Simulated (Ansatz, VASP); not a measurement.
**SnTe in VASP and in Ansatz**

```
Sn Te
1.0
     0.00000    2.95588    2.95588
     2.95588    0.00000    2.95588
     2.95588    2.95588    0.00000
Sn Te
1 1
Direct
  0.00000 0.00000 0.00000
  0.50000 0.50000 0.50000
```

Change from the starting cell: volume scaled by 0.8, PAW files.

Alike in both runs: task single point; functional r2SCAN; k mesh 13 × 13 × 13; occupations fermi-dirac, width 0.08 eV; no spin polarisation.

```csv
,VASP,Ansatz
version,VASP 6.6.1,Ansatz 0.2.0
potentials or method,"VASP PAW PBE potentials, release 64 (Sn_d, Te)","PAW with Ansatz's default frozen-core files, scalar-relativistic"
plane-wave cutoff (eV),520,500
valence electrons in the cell,20,30
```

Ansatz gave:

- pressure (GPa): 15.9

Task: Estimate VASP's values.

Result: Pressure (GPa): 16.0.

VASP's potentials were made for PBE, not for r2SCAN. With one functional, cell and mesh, what is left measures potentials, basis and numerics. VASP's potentials hold 20 valence electrons a cell and Ansatz's 30, so a difference there can come from the potentials and not from the codes.

Neither program's run includes spin-orbit coupling.
